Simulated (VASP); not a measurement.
Write the native input for VASP 6.6.1 that does the following.

- Task: relaxation of the atoms
- Functional: PBEsol
- Potentials or basis: VASP PAW PBE potentials, release 64 (Ti_sv)
- Cutoff: 520 eV
- k mesh: 12 × 12 × 1
- Occupations: gaussian, width 0.1 eV
- Spin: no spin polarisation
- Dipole correction: yes
- Atoms held fixed (from 0): [0, 1]
- Further INCAR settings: ALGO = Normal; EDIFF = 1e-07; IBRION = 2; EDIFFG = -0.03; NSW = 90

The structure of Ti lies in POSCAR:

```
Ti
1.0
    2.8679135959      0.0000000000      0.0000000000
   -1.4339567980      2.4836860299      0.0000000000
    0.0000000000      0.0000000000     24.0249249364
Ti
4
Selective dynamics
Direct
    0.6666666667      0.3333333333      0.3537992324  F F F
    0.3333333333      0.6666666667      0.4512664108  F F F
    0.0000000000      0.0000000000      0.5487335892  T T T
    0.6666666667      0.3333333333      0.6462007676  T T T
```

The input as run:

INCAR

```
SYSTEM = Ti
PREC     = Accurate       ! precision mode
ENCUT    = 520            ! plane-wave cutoff, eV
EDIFF    = 1E-7           ! SCF threshold, eV
ISMEAR   = 0              ! smearing method
SIGMA    = 0.1            ! smearing width, eV
LREAL    = .False.        ! projectors in reciprocal space
LASPH    = .True.         ! aspherical terms in the spheres
NELM     = 80             ! most SCF steps
ALGO     = Normal         ! electronic algorithm
ISIF     = 2              ! what is computed and relaxed
LWAVE    = .False.        ! write WAVECAR
LCHARG   = .False.        ! write CHGCAR
LDIPOL   = .True.       
IDIPOL   = 3            
DIPOL    = 0.5 0.5 0.500
GGA      = PS             ! functional
IBRION   = 2              ! ionic algorithm
NSW      = 90             ! ionic steps
EDIFFG   = -0.03          ! ionic threshold
LUSENCCL = .False.
```

KPOINTS

```
Automatic mesh
0
Gamma
  12 12 1
  0 0 0
```

Potentials or basis: VASP PAW PBE potentials, release 64 (Ti_sv).

Command:

```console
$ cat potpaw_PBE.64/Ti_sv/POTCAR > POTCAR
$ mpirun -np 1 vasp_std > vasp.out
```

Results of the run:

```
Energy gained by relaxing : 10.4 meV/atom
Ionic steps               : 8
Band gap on the k mesh    : zero (band 24 reaches 1.14 eV, above the bottom of band 25 at 0.40 eV)
```

It took 6 min on 1 × NVIDIA H100 80GB with 1 thread of Intel(R) Xeon(R) Platinum 8481C CPU @ 2.70GHz (Sapphire Rapids), on a shared host, peak memory 1.3 GiB.
